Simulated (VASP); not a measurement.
# Sc2BiF6 (P4/mmm) in VASP: notebook, part 2 of 2

VASP 6.6.1. The steps go on from the part before.

**3. Single point, PBE (atoms taken out)**

The input, INCAR:

```
SYSTEM = Sc2BiF6
PREC     = Accurate       ! precision mode
ENCUT    = 520            ! plane-wave cutoff, eV
EDIFF    = 1E-6           ! SCF threshold, eV
ISMEAR   = 0              ! smearing method
SIGMA    = 0.1            ! smearing width, eV
LREAL    = .False.        ! projectors in reciprocal space
LASPH    = .True.         ! aspherical terms in the spheres
NELM     = 100            ! most SCF steps
ALGO     = Normal         ! electronic algorithm
ISIF     = 2              ! what is computed and relaxed
LWAVE    = .False.        ! write WAVECAR
LCHARG   = .True.         ! write CHGCAR
GGA      = PE             ! functional
LELF     = .True.         ! ELF
LVHAR    = .True.       
NBANDS   = 50             ! bands
```

The input, KPOINTS:

```
regular mesh
0
Gamma
  4 4 2
  0 0 0
```

The input, POSCAR:

```
Sc2BiF6
1.0
    4.1001129100      0.0000000000      0.0000000000
    0.0000000000      4.1001129100      0.0000000000
    0.0000000000      0.0000000000      8.2002258200
Sc Bi F
2 1 6
Direct
    0.5000000000      0.5000000000      0.2500000000
    0.5000000000      0.5000000000      0.7500000000
    0.0000000000      0.0000000000      0.0000000000
    0.5000000000      0.0000000000      0.0000000000
    0.5000000000      0.0000000000      0.5000000000
    0.0000000000      0.5000000000      0.0000000000
    0.0000000000      0.5000000000      0.5000000000
    0.0000000000      0.0000000000      0.2500000000
    0.0000000000      0.0000000000      0.7500000000
```

Potentials or basis: VASP PAW PBE potentials, release 64 (Sc_sv, Bi_d, F).

Started as:

```
$ cat potpaw_PBE.64/Sc_sv/POTCAR potpaw_PBE.64/Bi_d/POTCAR potpaw_PBE.64/F/POTCAR > POTCAR
$ mpirun -np 1 vasp_std > vasp.out
```

Wall time 78 s (1 thread of AMD EPYC 7R13 (Zen 3), shared host); peak memory 0.23 GiB.

It converged, with:

- Free energy: -39.2131 eV
- Pressure: 17.6 GPa
- Largest force: 3.958 eV/Å
- Band gap on the k mesh: zero (an odd number of electrons rules out a gap without spin polarisation)

Forces on the atoms (eV/Å):
```
Sc   0.000  0.000  3.958
Sc   0.000  0.000 -3.958
Bi   0.000  0.000  0.000
F    0.000  0.000  0.000
F    0.000  0.000  0.000
F    0.000  0.000  0.000
F    0.000  0.000  0.000
F    0.000  0.000  3.266
F    0.000  0.000 -3.266
```

Stress tensor (GPa, compression positive):
```
22.92  0.00  0.00
 0.00 22.92  0.00
 0.00  0.00  6.90
```

Levels at points of the mesh, in eV from the Fermi level:
```csv
k point,band 37,band 38,band 39,band 40,band 41,band 42
"(0.00, 0.00, 0.00)",-2.09,-2.09,-0.52,-0.48,-0.33,0.12
"(0.50, 0.00, 0.00)",-2.44,-2.36,-0.35,0.15,0.38,0.41
"(0.50, 0.50, 0.00)",-1.77,-1.39,-0.56,-0.56,-0.22,0.44
"(0.00, 0.00, 0.50)",-2.09,-2.09,-0.32,-0.29,-0.20,-0.07
"(0.50, 0.00, 0.50)",-2.59,-2.44,-0.24,0.25,0.26,0.51
"(0.50, 0.50, 0.50)",-1.77,-1.51,-0.41,-0.41,-0.08,0.39
```

Caveat: the k points lie up to 0.38 Å⁻¹ apart, too coarse for converged energies and pressures of a metal; the cell differs from its parent crystal (atoms taken out); spin-orbit coupling is left out, which moves the levels of the heavy elements; an odd number of electrons without spin polarisation forces a metal; a magnetic or distorted state may lie lower.

**4. Relaxation of cell and atoms, PBE (atoms taken out)**

The input, INCAR:

```
SYSTEM = Sc2BiF6
ALGO = Normal ; EDIFF = 1E-7
EDIFFG = -0.04 ; ENCUT = 600
GGA = PE ; IBRION = 2
ISIF = 3 ; ISMEAR = 0
LASPH = .True. ; LCHARG = .False.
LREAL = .False. ; LWAVE = .False.
NELM = 100 ; NSW = 90
PREC = Accurate ; SIGMA = 0.1
```

The input, KPOINTS:

```
k-points
0
Gamma
  4 4 2
  0 0 0
```

POSCAR is that of step 3.

Potentials or basis: VASP PAW PBE potentials, release 64 (Sc_sv, Bi_d, F).

Started as:

```
$ cat potpaw_PBE.64/Sc_sv/POTCAR potpaw_PBE.64/Bi_d/POTCAR potpaw_PBE.64/F/POTCAR > POTCAR
$ mpirun -np 1 vasp_std > vasp.out
```

OUTCAR:

```text
SYSTEM = Sc2BiF6
   EDIFF = 1E-7
   EDIFFG = -0.04
   ENCUT = 600
   GGA = PE
   IBRION = 2
   ISIF = 3
   ISMEAR = 0
   LASPH = .True.
   LREAL = .False.
   NELM = 100
   NSW = 90
   PREC = Accurate

 ion  position               nearest neighbor table
   1  0.500  0.500  0.250-   3 3.55   3 3.55   3 3.55   3 3.55
   2  0.500  0.500  0.750-   3 3.55   3 3.55   3 3.55   3 3.55
   3  0.000  0.000  0.000-   4 2.05   6 2.05   8 2.05   9 2.05   6 2.05   4 2.05   1 3.55   2 3.55
                             1 3.55   1 3.55   2 3.55   2 3.55   1 3.55   2 3.55
   4  0.500  0.000  0.000-   3 2.05   3 2.05
   5  0.500  0.000  0.500-
   6  0.000  0.500  0.000-   3 2.05   3 2.05
   7  0.000  0.500  0.500-
   8  0.000  0.000  0.250-   3 2.05
   9  0.000  0.000  0.750-   3 2.05

  LATTYP: Found a simple tetragonal cell.
 ALAT       =     4.1001129100
 C/A-ratio  =     2.0000000000

  Lattice vectors:

 A1 = (   4.1001129100,   0.0000000000,   0.0000000000)
 A2 = (   0.0000000000,   4.1001129100,   0.0000000000)
 A3 = (   0.0000000000,   0.0000000000,   8.2002258200)

Analysis of symmetry for initial positions (statically):
=====================================================================
 Subroutine PRICEL returns:
 Original cell was already a primitive cell.

 Routine SETGRP: Setting up the symmetry group for a
 simple tetragonal supercell.

 Subroutine GETGRP returns: Found 16 space group operations
 (whereof 16 operations were pure point group operations)
 out of a pool of 16 trial point group operations.

The static configuration has the point symmetry D_4h.

Analysis of symmetry for dynamics (positions and initial velocities):
=====================================================================
 Subroutine PRICEL returns:
 Original cell was already a primitive cell.

 Routine SETGRP: Setting up the symmetry group for a
 simple tetragonal supercell.

 Subroutine GETGRP returns: Found 16 space group operations
 (whereof 16 operations were pure point group operations)
 out of a pool of 16 trial point group operations.

The dynamic configuration has the point symmetry D_4h.

 Subroutine INISYM returns: Found 16 space group operations
 (whereof 16 operations are pure point group operations),
 and found     1 'primitive' translations

----------------------------------------------------------------------------------------

                                     Primitive cell

  volume of cell :     137.8534

  direct lattice vectors                    reciprocal lattice vectors
     4.100112910  0.000000000  0.000000000     0.243895722  0.000000000  0.000000000
     0.000000000  4.100112910  0.000000000     0.000000000  0.243895722  0.000000000
     0.000000000  0.000000000  8.200225820     0.000000000  0.000000000  0.121947861

  length of vectors
     4.100112910  4.100112910  8.200225820     0.243895722  0.243895722  0.121947861

  position of ions in fractional coordinates (direct lattice)
     0.500000000  0.500000000  0.250000000
     0.500000000  0.500000000  0.750000000
     0.000000000  0.000000000  0.000000000
     0.500000000  0.000000000  0.000000000
     0.500000000  0.000000000  0.500000000
     0.000000000  0.500000000  0.000000000
     0.000000000  0.500000000  0.500000000
     0.000000000  0.000000000  0.250000000
[... 46 lines left out ...]
  0.500000  0.250000  0.000000      4.000000
  0.500000  0.500000  0.000000      1.000000
  0.000000  0.000000  0.500000      1.000000
  0.250000  0.000000  0.500000      4.000000
  0.500000  0.000000  0.500000      2.000000
  0.250000  0.250000  0.500000      4.000000
  0.500000  0.250000  0.500000      4.000000
  0.500000  0.500000  0.500000      1.000000
   k-points           NKPTS =     12   k-points in BZ     NKDIM =     12   number of bands    NBANDS=     47
   number of dos      NEDOS =    301   number of ions     NIONS =      9
   total plane-waves  NPLWV =  90720
   dimension x,y,z NGX =    36 NGY =   36 NGZ =   70
   dimension x,y,z NGXF=    72 NGYF=   72 NGZF=  140
   ions per type =               2   1   6
   NGX,Y,Z   is equivalent  to a cutoff of  14.60, 14.60, 14.19 a.u.
   NGXF,Y,Z  is equivalent  to a cutoff of  29.19, 29.19, 28.38 a.u.
 SYSTEM =  Sc2BiF6
   PREC   = accura    normal or accurate (medium, high low for compatibility)
   ISTART =      0    job   : 0-new  1-cont  2-samecut
   ICHARG =      2    charge: 1-file 2-atom 10-const
   ISPIN  =      1    spin polarized calculation?
   LNONCOLLINEAR =      F non collinear calculations
   LSORBIT =      F    spin-orbit coupling
   LASPH  =      T    aspherical Exc in radial PAW
   ENCUT  =  600.0 eV  44.10 Ry    6.64 a.u.   8.19  8.19 16.38*2*pi/ulx,y,z
   NELM   =    100;   NELMIN=  2; NELMDL= -5     # of ELM steps
   EDIFF  = 0.1E-06   stopping-criterion for ELM
   LREAL  =      F    real-space projection
   EDIFFG = -.4E-01   stopping-criterion for IOM
   NSW    =     90    number of steps for IOM
   IBRION =      2    ionic relax: 0-MD 1-quasi-New 2-CG
   NFREE  =      1    steps in history (QN), initial steepest desc. (CG)
   ISIF   =      3    stress and relaxation
   ISYM   =      2    0-nonsym 1-usesym 2-fastsym
   POTIM  = 0.5000    time-step for ionic-motion
   TEBEG  =    0.0;   TEEND  =   0.0 temperature during run
   PSTRESS=    0.0 pullay stress
   NELECT =      79.0000    total number of electrons
   NUPDOWN=      -1.0000    fix difference up-down
   EMIN   =  10.00;   EMAX   =-10.00  energy-range for DOS
   EFERMI =   0.00;   METHOD = LEGACY
   ISMEAR =     0;   SIGMA  =   0.10  broadening in eV -4-tet -1-fermi 0-gaus
   EFERMI_NEDOS =   21; number of points for ismear=-14 and -15
   IALGO  =     38    algorithm
   IMIX   =      4    mixing-type and parameters
     AMIX     =   0.40;   BMIX     =  1.00
     AMIX_MAG =   1.60;   BMIX_MAG =  1.00
  volume/ion in A,a.u.               =      15.32       103.36
  Fermi-wavevector in a.u.,A,eV,Ry     =   1.359809  2.569667 25.158283  1.849082
  Thomas-Fermi vector in A             =   2.486526
   LORBIT       =      0    0 simple, 1 ext, 2 COOP (PROOUT), +10 PAW based schemes
   GGA     = PE    functional components
   LHFCALC =     F    Hartree Fock is set to
   AEXX    =    0.0000 exact exchange contribution
   IVDW    =     0    specifies the selected vdW correction
   LEPSILON=     F    determine dielectric tensor
   LRPA    =     F    only Hartree local field effects (RPA)
 conjugate gradient relaxation of ions
 non-spin polarized calculation
 Gauss-broadening in eV      SIGMA  =   0.10
  energy-cutoff  :      600.00
  volume of cell :      137.85
 maximum number of plane-waves:      4628
 NGX is ok and might be reduce to    36
   NGX = 17   NGY = 17   NGZ = 33

--------------------------------------- Ionic step        1  -------------------------------------------

 number of electron      78.9999989 magnetization

 Free energy of the ion-electron system (eV)
  ---------------------------------------------------
  ext. energy  EPLUGINS =         0.00000000
  ---------------------------------------------------
  free energy    TOTEN  =       -39.22639317 eV

  energy without entropy =      -39.18006886  energy(sigma->0) =      -39.20323101

------------------------ aborting loop because EDIFF is reached ----------------------------------------

  FORCE on cell =-STRESS in cart. coord.  units (eV):
  Direction    XX          YY          ZZ          XY          YZ          ZX
  --------------------------------------------------------------------------------------
  -------------------------------------------------------------------------------------
  Total       19.6704233     19.6704233      5.8895940      0.0000000     -0.0000000     -0.0000000
  in kB      228.6161164    228.6161164     68.4507949      0.0000000     -0.0000000     -0.0000000
  external PRESSURE =     175.2276759 kB  Pullay stress =       0.0000000 kB
[... 110 lines left out ...]
  FREE ENERGIE OF THE ION-ELECTRON SYSTEM (eV)
  ---------------------------------------------------
  free  energy   TOTEN  =       -42.1077482463 eV

  energy  without entropy=      -42.0398353507  energy(sigma->0) =      -42.07379180

[... ionic steps 4 to 25 ...]

--------------------------------------- Ionic step       26  -------------------------------------------

 number of electron      79.0000015 magnetization

------------------------ aborting loop because EDIFF is reached ----------------------------------------
[... 81 lines left out ...]
--------------------------------------- Ionic step       28  -------------------------------------------

 number of electron      79.0000011 magnetization

 Free energy of the ion-electron system (eV)
  ---------------------------------------------------
  ext. energy  EPLUGINS =         0.00000000
  ---------------------------------------------------
  free energy    TOTEN  =       -46.36478120 eV

  energy without entropy =      -46.34998964  energy(sigma->0) =      -46.35738542

 E-fermi :   3.9647     XC(G=0):  -8.5335

 val. band max:        3.9365897729   @ k =   0.5000   0.5000   0.5000
 cond. band min:       4.0150014629   @ k =   0.0000   0.0000   0.0000
 fundamental gap:      0.0784116900
 Fermi energy:         3.9647021276

 k-point     1 :       0.0000    0.0000    0.0000
  band No.  band energies     occupation
      1     -46.9974      2.00000
      2     -46.7782      2.00000
      3     -25.8164      2.00000
      4     -25.8100      2.00000
      5     -25.8100      2.00000
      6     -25.6443      2.00000
[... 625 lines left out ...]
  FREE ENERGIE OF THE ION-ELECTRON SYSTEM (eV)
  ---------------------------------------------------
  free  energy   TOTEN  =       -46.3647812020 eV

  energy  without entropy=      -46.3499896365  energy(sigma->0) =      -46.35738542

 reached required accuracy - stopping structural energy minimisation
```

Run time: 40 min. Hardware: 1 thread of AMD EPYC 7R13 (Zen 3), shared host; peak memory 0.33 GiB.

What came out:

```
Free energy                           : -46.3648 eV
Relaxed volume                        : 18.76 Å³/atom
Relaxed cell                          : a = 4.302 Å, b = 4.302 Å, c = 9.121 Å, α = 90.00°, β = 90.00°, γ = 90.00°
Space group after relaxing (to 0.1 Å) : P4/mmm (No. 123)
Energy gained by relaxing             : 793.2 meV/atom
Ionic steps                           : 28
Pressure after relaxing               : 0.0 GPa
Largest force after relaxing          : 0.025 eV/Å
Band gap on the k mesh                : zero (an odd number of electrons rules out a gap without spin polarisation)
```

Forces on the atoms (eV/Å):
```
Sc   0.000  0.000  0.025
Sc   0.000  0.000 -0.025
Bi   0.000  0.000  0.000
F    0.000  0.000  0.000
F    0.000  0.000  0.000
F    0.000  0.000  0.000
F    0.000  0.000  0.000
F    0.000  0.000 -0.025
F    0.000  0.000  0.025
```

The path:
```csv
step,energy change (eV),largest force (eV/Å),pressure (GPa),volume (Å³)
1,0.0000,3.9588,17.52,137.85
2,-2.8788,2.6652,-5.41,173.77
3,-2.8814,2.6948,-4.75,171.77
4,-4.1260,3.1231,-3.40,165.79
5,-2.0288,9.5788,13.68,146.57
6,-4.6017,3.0563,-1.11,160.69
7,-4.7503,5.0574,4.40,153.76
8,-4.8922,3.7324,1.61,156.72
9,-5.3799,3.0083,1.58,155.28
10,-5.5515,2.2740,1.93,153.76
11,-5.9597,0.8802,0.08,154.61
12,-6.2515,0.5304,-1.74,155.77
13,-6.2879,0.9378,-2.23,156.21
14,-6.2914,1.0796,-2.39,156.38
15,-6.3919,1.0285,-1.43,154.50
16,-6.5742,0.8531,1.97,148.82
17,-6.5856,0.7650,3.74,146.38
18,-6.6915,0.6764,3.68,147.98
19,-6.9056,0.4834,3.93,152.65
20,-6.7264,2.7084,5.80,161.54
21,-6.9298,1.3267,4.63,155.69
22,-7.0739,0.5907,2.12,162.08
23,-7.1133,0.3105,-0.02,168.58
24,-7.1137,0.3010,0.20,167.88
25,-7.1249,0.2479,0.07,168.28
26,-7.1359,0.1649,-0.16,169.17
27,-7.1381,0.0517,-0.09,168.94
28,-7.1384,0.0254,-0.04,168.81
```

Final structure:
```xyz
9
Lattice="4.3021 0.0000 0.0000 0.0000 4.3021 0.0000 0.0000 0.0000 9.1206" Properties=species:S:1:pos:R:3 pbc="T T T"
Sc    2.1511    2.1511    3.3441
Sc    2.1511    2.1511    5.7765
Bi    0.0000    0.0000    0.0000
F     2.1511    0.0000    0.0000
F     2.1511    0.0000    4.5603
F     0.0000    2.1511    0.0000
F     0.0000    2.1511    4.5603
F     0.0000    0.0000    2.3175
F     0.0000    0.0000    6.8031
```

Caveat: the k points lie up to 0.37 Å⁻¹ apart in the final cell, too coarse for converged energies and pressures of a metal; the cell differs from its parent crystal (atoms taken out); the volume moved by over 15 % at a fixed basis, so the end points are rough; spin-orbit coupling is left out, which moves the levels of the heavy elements; an odd number of electrons without spin polarisation forces a metal; a magnetic or distorted state may lie lower.

**5. Single point, PBE (atoms taken out)**

The input, INCAR:

```
SYSTEM = Sc2BiF6
  ALGO = Normal
  EDIFF = 1E-6
  ENCUT = 520
  GGA = PE
  ISIF = 2
  ISMEAR = 0
  LASPH = .TRUE.
  LCHARG = .FALSE.
  LREAL = .FALSE.
  LWAVE = .FALSE.
  NBANDS = 50
  NELM = 100
  PREC = Accurate
  SIGMA = 0.1
```

The input, KPOINTS:

```
k-points
0
G
  10 10 4
  0 0 0
```

The input, POSCAR:

```
Sc2BiF6
1.0
    4.3006115919      0.0000000000      0.0000000000
    0.0000000000      4.3006115919      0.0000000000
    0.0000000000      0.0000000000      9.2023258065
Sc Bi F
2 1 6
Direct
    0.5000000000      0.5000000000      0.3679900527
    0.5000000000      0.5000000000      0.6320099473
    0.0000000000      0.0000000000      0.0000000000
    0.5000000000      0.0000000000      0.0000000000
    0.5000000000      0.0000000000      0.5000000000
    0.0000000000      0.5000000000      0.0000000000
    0.0000000000      0.5000000000      0.5000000000
    0.0000000000      0.0000000000      0.2518477819
    0.0000000000      0.0000000000      0.7481522181
```

Started as:

```
$ cat potpaw_PBE.64/Sc_sv/POTCAR potpaw_PBE.64/Bi_d/POTCAR potpaw_PBE.64/F/POTCAR > POTCAR
$ mpirun -np 1 vasp_std > vasp.out
```

It took 7.7 min on 1 thread of AMD EPYC 7R13 (Zen 3), shared host; peak memory 0.52 GiB.

Results (log left out):

- Free energy: -46.4003 eV
- Pressure: 0.0 GPa
- Largest force: 0.071 eV/Å
- Band gap on the k mesh: zero (an odd number of electrons rules out a gap without spin polarisation)

Forces on the atoms (eV/Å):
```
Sc   0.000  0.000 -0.071
Sc   0.000  0.000  0.071
Bi   0.000  0.000  0.000
F    0.000  0.000  0.000
F    0.000  0.000  0.000
F    0.000  0.000  0.000
F    0.000  0.000  0.000
F    0.000  0.000  0.025
F    0.000  0.000 -0.025
```

Levels at points of the mesh, in eV from the Fermi level:
| k point | band 36 | band 37 | band 38 | band 39 | band 40 | band 41 | band 42 | band 43 | band 44 | band 45 |
| --- | --- | --- | --- | --- | --- | --- | --- | --- | --- | --- |
| (0.00, 0.00, 0.00) | -5.64 | -5.64 | -5.11 | -0.97 | 0.04 | 0.38 | 0.48 | 0.54 | 0.92 | 0.92 |
| (0.50, 0.00, 0.00) | -5.66 | -5.63 | -4.02 | -0.66 | -0.12 | 0.63 | 0.80 | 0.83 | 0.92 | 1.11 |
| (0.50, 0.50, 0.00) | -5.65 | -5.63 | -2.76 | -0.44 | -0.10 | -0.10 | 0.54 | 0.83 | 0.88 | 0.88 |
| (0.00, 0.00, 0.50) | -5.64 | -5.64 | -4.94 | -0.87 | -0.12 | 0.28 | 0.49 | 0.54 | 0.91 | 0.91 |
| (0.50, 0.00, 0.50) | -5.77 | -5.62 | -4.01 | -0.55 | -0.16 | 0.50 | 0.71 | 0.80 | 0.83 | 1.11 |
| (0.50, 0.50, 0.50) | -5.81 | -5.63 | -2.78 | -0.47 | -0.03 | -0.03 | 0.62 | 0.69 | 0.69 | 0.82 |

Caveat: the cell differs from its parent crystal (atoms taken out); spin-orbit coupling is left out, which moves the levels of the heavy elements; an odd number of electrons without spin polarisation forces a metal; a magnetic or distorted state may lie lower.

**6. Summary**

| task | cell | k mesh | cutoff (eV) | gap on the mesh (eV) | pressure (GPa) | largest force (eV/Å) |
| --- | --- | --- | --- | --- | --- | --- |
| single point | a = 4.303, b = 4.303, c = 9.152 Å, 9 atoms, atomic positions A | 4 × 4 × 2 | 520 | none | 0.1 | 0.09 |
| single point | a = 4.100, b = 4.100, c = 8.200 Å, 9 atoms, atomic positions B | 4 × 4 × 2 | 520 | none | 17.6 | 3.96 |
| relaxation of cell and atoms | relaxed from a = 4.100, b = 4.100, c = 8.200 Å, 9 atoms, atomic positions B | 4 × 4 × 2 | 600 | none | 0.0 | 0.03 |
| single point | a = 4.301, b = 4.301, c = 9.202 Å, 9 atoms, atomic positions C | 10 × 10 × 4 | 520 | none | 0.0 | 0.07 |

Alike in all rows: level PBE; potentials or basis VASP PAW PBE potentials, release 64 (Sc_sv, Bi_d, F); no spin polarisation; smearing gaussian 0.1 eV.

Caveats: some runs use coarse meshes; spin-orbit coupling is left out, which moves the levels of the heavy elements; an odd number of electrons without spin polarisation forces a metal; a magnetic or distorted state may lie lower; the volume moved by over 15 % at a fixed basis, so the end points are rough (at least some runs).

Total energies depend on the potentials used, so only differences within one code and one set of settings carry meaning.

The gap in the log of VASP goes by the Fermi energy; the results here count the filled bands.